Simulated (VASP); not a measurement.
Here is a VASP 6.6.1 calculation.

Contents of INCAR:

```
ALGO     = Normal         # electronic algorithm
EDIFF    = 1E-7           # SCF threshold, eV
ENCUT    = 520            # plane-wave cutoff, eV
GGA      = PE             # functional
ISIF     = 2              # what is computed and relaxed
ISMEAR   = -1             # smearing method
LASPH    = True           # aspherical terms in the spheres
LCHARG   = False          # write CHGCAR
LREAL    = False          # projectors in reciprocal space
LWAVE    = False          # write WAVECAR
NBANDS   = 22             # bands
NELM     = 60             # most SCF steps
PREC     = Accurate       # precision mode
SIGMA    = 0.05           # smearing width, eV
```

File KPOINTS:

```
k-points
0
Gamma
  9 9 9
```

File POSCAR:

```
HRh2
1.0
    0.0000000000      2.5763900000      2.5763900000
    2.5763900000      0.0000000000      2.5763900000
    2.5763900000      2.5763900000      0.0000000000
H Rh
1 2
Direct
    0.0000000000      0.0000000000      0.0000000000
    0.2500000000      0.2500000000      0.2500000000
    0.7500000000      0.7500000000      0.7500000000
```

Potentials or basis: VASP PAW PBE potentials, release 64 (H, Rh_pv).

Run with:

```bash
$ cat potpaw_PBE.64/H/POTCAR potpaw_PBE.64/Rh_pv/POTCAR > POTCAR
$ mpirun -np 1 vasp_std > vasp.out
```

**Question.** What does it give for the pressure?

**Answer.** 0.1 GPa.

**Question.** Predict the band gap on the k mesh.

**Answer.** Zero (an odd number of electrons rules out a gap without spin polarisation).
